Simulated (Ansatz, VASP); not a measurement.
# HfB2 in VASP and in Ansatz

```xyz
3
Lattice="3.2028 0.0000 0.0000 -1.6014 2.7737 0.0000 0.0000 0.0000 3.4800" Properties=species:S:1:pos:R:3 pbc="T T T"
Hf    0.0000    0.0000    0.0000
B     0.0000    1.8491    1.7400
B     1.6014    0.9246    1.7400
```

Change from the starting cell: equal xx and yy strain of +2 %.

Alike in both runs: task single point; functional PBEsol; k mesh 15 × 15 × 12; occupations fermi-dirac, width 0.03 eV; no spin polarisation.

```csv
,VASP,Ansatz
version,VASP 6.6.1,Ansatz 0.2.0
potentials or method,"VASP PAW PBE potentials, release 64 (Hf_pv, B), cutoff 520 eV","all-electron LAPW, scalar-relativistic"
```

|  | VASP | Ansatz | Ansatz less VASP |
| --- | --- | --- | --- |
| pressure (GPa) | -13.9 | -13.7 | +0.25 |
| traceless stress, the component that is largest in VASP (GPa) | 4.35 | 4.27 | -0.078 |

VASP's potentials were made for PBE, not for PBEsol. Ansatz ran all-electron here, and VASP with PAW potentials.

Neither program's run includes spin-orbit coupling.
